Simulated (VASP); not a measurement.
Runs of VASP 6.6.1 on TiCo3. The structure is that of space group Pm-3m (No. 221), or close to it. The cells are those of the table. 

```csv
spin,cell,gap on the mesh (eV),pressure (GPa),moment (μB)
"collinear, ferromagnetic start","a = 3.456 Å, 4 atoms",none,15.7,(b)
"collinear, ferromagnetic start","a = 3.381 Å, 4 atoms",none,(a),0.00
"collinear, ferromagnetic start","a = 3.419 Å, 4 atoms",none,26.3,0.00
"collinear, ferrimagnetic start","a = 3.528 Å, 4 atoms",none,-0.7,0.69
"collinear, ferromagnetic start","a = 3.493 Å, 4 atoms",none,6.8,0.48
"collinear, ferromagnetic start","a = 3.528 Å, 4 atoms",none,-0.7,0.69
"collinear, ferromagnetic start","a = 3.563 Å, 4 atoms",none,-7.0,0.96
```

Alike in all rows: task single point; level PBEsol; potentials or basis VASP PAW PBE potentials, release 64 (Ti_sv, Co); k mesh 12 × 12 × 12; cutoff (eV) 520; smearing gaussian 0.1 eV.

Q: Fill in the values left out.

A: (a) 38.9; (b) 0.19.

Caveats: the PAW data sets were made with another functional, which shifts forces and pressure a little.

A gap of «none» marks levels without a gap at the run's occupations.
